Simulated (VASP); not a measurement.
A run of VASP 6.6.1:

The input INCAR:

```
PREC     = Accurate       # precision mode
ENCUT    = 520            # plane-wave cutoff, eV
EDIFF    = 1E-7           # SCF threshold, eV
ISMEAR   = -1             # smearing method
SIGMA    = 0.05           # smearing width, eV
LREAL    = F              # projectors in reciprocal space
LASPH    = T              # aspherical terms in the spheres
NELM     = 100            # most SCF steps
ALGO     = Normal         # electronic algorithm
ISIF     = 2              # what is computed and relaxed
LWAVE    = F              # write WAVECAR
LCHARG   = F              # write CHGCAR
GGA      = RE             # functional
NBANDS   = 16             # bands
```

KPOINTS

```
Automatic mesh
0
Gamma
  10 10 9
```

The input POSCAR:

```
WC
1.0
    2.8869927008      0.0000000000      0.0000000000
   -1.4434963504      2.5002090195      0.0000000000
    0.0000000000      0.0000000000      2.8175618425
W C
1 1
Direct
    0.0000000000      0.0000000000      0.0000000000
    0.6666666667      0.3333333333      0.5000000000
```

Potentials or basis: VASP PAW PBE potentials, release 64 (W_sv, C).

Command:

```sh
$ cat potpaw_PBE.64/W_sv/POTCAR potpaw_PBE.64/C/POTCAR > POTCAR
$ mpirun -np 1 vasp_std > vasp.out
```

Hardware: 1 thread of Intel(R) Xeon(R) Platinum 8259CL CPU @ 2.50GHz (Skylake/Cascade Lake) (shared host).

Problem. How long does it take, and how much memory?

Solution. Wall time 13 s on 1 thread of Intel(R) Xeon(R) Platinum 8259CL CPU @ 2.50GHz (Skylake/Cascade Lake) (shared host), peak memory 0.15 GiB. Counts: scf iterations 13, k points 70.
